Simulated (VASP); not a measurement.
# Mg in VASP: further runs, part 2 of 2

VASP 6.6.1. The steps go on from the part before.

**4. Single point, PBE**

This run uses another cell than the first one: it holds 4 atoms, not 1.

Contents of INCAR:

```
ALGO     = Fast           # electronic algorithm
EDIFF    = 1E-7           # SCF threshold, eV
ENCUT    = 520            # plane-wave cutoff, eV
GGA      = PE             # functional
ISIF     = 2              # what is computed and relaxed
ISMEAR   = 0              # smearing method
LASPH    = True           # aspherical terms in the spheres
LCHARG   = False          # write CHGCAR
LREAL    = False          # projectors in reciprocal space
LWAVE    = False          # write WAVECAR
NBANDS   = 12             # bands
NELM     = 100            # most SCF steps
PREC     = Accurate       # precision mode
SIGMA    = 0.2            # smearing width, eV
```

Contents of KPOINTS:

```
k-points
0
Gamma
  6 4 4
```

Contents of POSCAR:

```
Mg
1.0
    2.2935170332      2.3106886126      0.0005640231
    2.2187632554     -2.2414311517      4.4961758149
    2.2228181154     -2.2401969008     -4.4965894155
Mg
4
Direct
   -0.0001721456      0.0000167913      0.0000142396
    0.4999710559      0.5000286628      0.9999724847
    0.5000295580     -0.0000308860      0.5000392056
    0.0001715318      0.4999854319      0.4999740702
```

Potentials or basis: VASP PAW PBE potentials, release 64 (Mg).

Command:

```console
cat potpaw_PBE.64/Mg/POTCAR > POTCAR
mpirun -np 1 vasp_std > vasp.out
```

OUTCAR:

```text
EDIFF = 1E-7
   ENCUT = 520
   GGA = PE
   ISIF = 2
   ISMEAR = 0
   LASPH = True
   LREAL = False
   NELM = 100
   PREC = Accurate

 ion  position               nearest neighbor table
   1  1.000  0.000  0.000-   4 3.15   4 3.16   2 3.19   2 3.19   3 3.19   3 3.19   2 3.20   3 3.20
                             2 3.20   3 3.20
   2  0.500  0.500  1.000-   3 3.15   3 3.15   1 3.19   1 3.19   4 3.19   4 3.19   4 3.20   1 3.20
                             1 3.20   4 3.20
   3  0.500  1.000  0.500-   2 3.15   2 3.15   4 3.18   4 3.19   1 3.19   1 3.19   1 3.20   4 3.20
                             4 3.20   1 3.20
   4  0.000  0.500  0.500-   1 3.15   1 3.16   3 3.18   3 3.19   2 3.19   2 3.19   2 3.20   3 3.20
                             3 3.20   2 3.20

  LATTYP: Found a triclinic cell.
 ALAT       =     6.3707251683
 B/A-ratio  =     0.5110387969
 C/A-ratio  =     0.8623062419
 COS(alpha) =     0.0045211998
 COS(beta)  =     0.2955957196
 COS(gamma) =     0.5067987996

  Lattice vectors:

 A1 = (   4.5122802886,   0.0692574609,   4.4967398380)
 A2 = (   2.2935170332,   2.3106886126,   0.0005640231)
[... 187 lines left out ...]

 k-point     1 :       0.0000    0.0000    0.0000
  band No.  band energies     occupation
      1      -4.3046      2.00000
      2       0.9764      2.00000
      3       0.9785      2.00000
      4       1.4499      2.00000
      5       1.4537      2.00000
      6       2.4423      1.46390
      7       3.4651      0.00000
      8       8.5777      0.00000
      9       8.9733      0.00000
     10       9.8991      0.00000
     11      12.3053      0.00000
     12      13.3959      0.00000
[... 331 lines left out ...]
 k-point    24 :       0.5000    0.2500    0.2500
  band No.  band energies     occupation
      1       0.0700      2.00000
      2       0.1276      2.00000
      3       1.6852      2.00000
      4       1.6866      2.00000
      5       2.0702      1.99884
      6       2.0735      1.99875
      7       6.4767      0.00000
      8       6.5297      0.00000
      9       6.9202      0.00000
     10       7.0204      0.00000
     11       8.3249      0.00000
     12       8.3334      0.00000

 [... further k-points ...]
[... 5 lines left out ...]
  --------------------------------------------------------------------------------------
  -------------------------------------------------------------------------------------
  Total        0.0155514     -0.1422088     -0.0745534      0.0536231     -0.0000129      0.0101056
  in kB        0.2697603     -2.4668078     -1.2932308      0.9301668     -0.0002232      0.1752960
  external PRESSURE =      -1.1634261 kB  Pullay stress =       0.0000000 kB

 VOLUME and BASIS-vectors are now :
 -----------------------------------------------------------------------------
  energy-cutoff  :      520.00
  volume of cell :       92.36
      direct lattice vectors                 reciprocal lattice vectors
     2.293517033  2.310688613  0.000564023     0.218171118  0.216221585  0.000128050
     2.218763255 -2.241431152  4.496175815     0.112478631 -0.111669913  0.111235891
     2.222818115 -2.240196901 -4.496589415     0.112495651 -0.111632520 -0.111165098

 POSITION                                       TOTAL-FORCE (eV/Angst)
 -----------------------------------------------------------------------------------
      2.29319      2.31022      0.00058         0.000608      0.000474     -0.000140
      4.47889     -2.20564     -2.24797         0.000061      0.000108     -0.000417
      4.47702     -2.20614      2.24785        -0.000128     -0.000052      0.000754
      2.22109     -2.24033     -0.00016        -0.000541     -0.000530     -0.000197
 -----------------------------------------------------------------------------------
    total drift:                               -0.000000      0.000000      0.000000

  FREE ENERGIE OF THE ION-ELECTRON SYSTEM (eV)
  ---------------------------------------------------
  free  energy   TOTEN  =        -6.0069366051 eV

  energy  without entropy=       -5.9866728465  energy(sigma->0) =       -5.99680473
```

stdout:

```text
POSCAR found type information on POSCAR Mg
 POSCAR found :  1 types and       4 ions
 scaLAPACK will be used
 LDA part: xc-table for (Slater+PW92), standard interpolation
 POSCAR, INCAR and KPOINTS ok, starting setup
 FFT: planning ... GRIDC
 FFT: planning ... GRID_SOFT
 FFT: planning ... GRID
 WAVECAR not read
 entering main loop
```

Wall time 39 s (1 thread of Intel Xeon 8259CL, shared host); peak memory 0.21 GiB.

What came out:

```yaml
Free_energy: -6.0069 eV
Pressure: -0.1 GPa
Band_gap_on_the_k_mesh: zero (bands 4 and 5 overlap by 2.49 eV)
```

**5. Single point, PBE**

This run uses another cell than the first one, of 23.13 Å³/atom.

Contents of INCAR:

```
SYSTEM = Mg
  ALGO = Fast
  EDIFF = 1E-6
  ENCUT = 520
  GGA = PE
  ISIF = 2
  ISMEAR = 0
  LASPH = .TRUE.
  LCHARG = .TRUE.
  LELF = .TRUE.
  LREAL = .FALSE.
  LVHAR = .TRUE.
  LWAVE = .FALSE.
  NBANDS = 7
  NELM = 60
  PREC = Accurate
  SIGMA = 0.1
```

Contents of KPOINTS:

```
k-points
0
G
  22 22 22
  0 0 0
```

Contents of POSCAR:

```
Mg
1.0
    0.0000000000      2.2792378827      2.2783172784
    2.2274804443      0.0000000000      2.2783172784
    2.2274804443      2.2792378827      0.0000000000
Mg
1
Direct
    0.0000000000      0.0000000000      0.0000000000
```

Command:

```console
cat potpaw_PBE.64/Mg/POTCAR > POTCAR
mpirun -np 1 vasp_std > vasp.out
```

Run time: 84 s. Hardware: 1 thread of Intel Xeon 8259CL, shared host; peak memory 0.36 GiB.

It converged, with:

- Free energy: -1.4942 eV
- Pressure: -0.1 GPa
- Band gap on the k mesh: zero (bands 1 and 2 overlap by 2.61 eV)

Levels at points of the mesh, in eV from the Fermi level:
| k point | band 1 | band 2 | band 3 | band 4 | band 5 |
| --- | --- | --- | --- | --- | --- |
| (0.00, 0.00, 0.00) | -6.86 | 12.29 | 12.29 | 12.45 | 14.20 |
| (0.50, 0.00, 0.00) | -1.67 | -1.26 | 11.04 | 11.45 | 11.81 |
| (0.50, 0.50, 0.00) | -0.29 | 0.71 | 6.18 | 7.00 | 7.08 |
| (0.50, 0.00, 0.50) | -0.29 | 0.70 | 6.19 | 7.01 | 7.09 |
| (0.00, 0.50, 0.50) | 0.00 | 1.04 | 5.95 | 6.70 | 6.71 |

**6. Summary**

```tsv
cell	k mesh	smearing	gap on the mesh (eV)	pressure (GPa)
a = 3.199, b = 3.199, c = 3.211 Å, angles 120.9, 120.9, 87.5°, 1 atom, atomic positions A	6 × 6 × 8	gaussian 0.1 eV	none	-0.1
a = 3.187, b = 5.561, c = 5.561 Å, angles 110.1, 90.8, 90.8°, 4 atoms, atomic positions B	6 × 4 × 4	gaussian 0.2 eV	none	-0.2
a = 3.256, b = 5.492, c = 5.494 Å, angles 109.9, 90.3, 90.3°, 4 atoms, atomic positions B	6 × 4 × 4	gaussian 0.2 eV	none	-0.1
a = 3.223, b = 3.186, c = 3.187 Å, angles 60.8, 59.6, 59.6°, 1 atom, atomic positions A	22 × 22 × 22	gaussian 0.1 eV	none	-0.1
```

Alike in all rows: task single point; level PBE; potentials or basis VASP PAW PBE potentials, release 64 (Mg); no spin polarisation; cutoff (eV) 520.

Total energies depend on the potentials used, so only differences within one code and one set of settings carry meaning.
